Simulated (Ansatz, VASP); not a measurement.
# Al2H in VASP and in Ansatz

File INCAR:

```
SYSTEM = Al2H
  ALGO = Normal
  EDIFF = 1E-6
  EDIFFG = -0.04
  ENCUT = 600
  GGA = PE
  IBRION = 2
  ISIF = 3
  ISMEAR = 0
  LASPH = .True.
  LCHARG = .False.
  LREAL = .False.
  LWAVE = .False.
  NELM = 60
  NSW = 90
  PREC = Accurate
  SIGMA = 0.1
```

The input KPOINTS:

```
k-points
0
Gamma
  6 6 6
  0 0 0
```

File POSCAR:

```
Al2H
1.0
    0.0000000000      2.5703634000      2.5703634000
    2.5703634000      0.0000000000      2.5703634000
    2.5703634000      2.5703634000      0.0000000000
Al H
2 1
Direct
    0.7500000000      0.7500000000      0.7500000000
    0.2500000000      0.2500000000      0.2500000000
    0.0000000000      0.0000000000      0.0000000000
```

Input for Ansatz:

```yaml
crystal:
  lattice:
    - [0.0, 2.5703634, 2.5703634]
    - [2.5703634, 0.0, 2.5703634]
    - [2.5703634, 2.5703634, 0.0]
  atoms:
    - { symbol: Al, position: [0.75, 0.75, 0.75] }
    - { symbol: Al, position: [0.25, 0.25, 0.25] }
    - { symbol: H, position: [0.0, 0.0, 0.0] }
basis:
  ecutwfc: 420
kpoints:
  mp_grid: { grid: [6, 6, 6] }
hamiltonian:
  xc: pbe
scf:
  occupations: { method: gaussian, width: 0.1 }
  lower_state_search: "off"
output:
  forces: true
  stress: true
  eigenvalues: true
relax:
  adjacent_minimum: "off"
  f_tol: 0.04
  max_steps: 70
  cell: { stress_tol: 0.4 }
```

Change from the starting cell: ordered vacancies on the anion sites of caesium chloride (Fm-3m, No. 225).

Alike in both runs: task relaxation of cell and atoms; functional PBE; k mesh 6 × 6 × 6; occupations gaussian, width 0.1 eV; no spin polarisation.

|  | VASP | Ansatz |
| --- | --- | --- |
| version | VASP 6.6.1 | Ansatz 0.2.0 |
| potentials or method | VASP PAW PBE potentials, release 64 (Al, H), cutoff 600 eV | scalar-relativistic, plane waves, PAW |
| valence electrons in the cell | 7 | 7 |

```csv
,VASP,Ansatz,Ansatz less VASP
"gap on the k mesh at the Fermi level, each at its own relaxed structure (eV)",none,none,-
relaxed volume (Å³/atom),13.93,13.80,-0.130
relaxed cell length with the largest relative difference (Å),3.895,3.883,-0.0121
```

A gap of «none» marks a metal or a gap that the smearing closes.

Noted on VASP's run: the volume moved by over 15 % at a fixed basis, so the end points are rough.
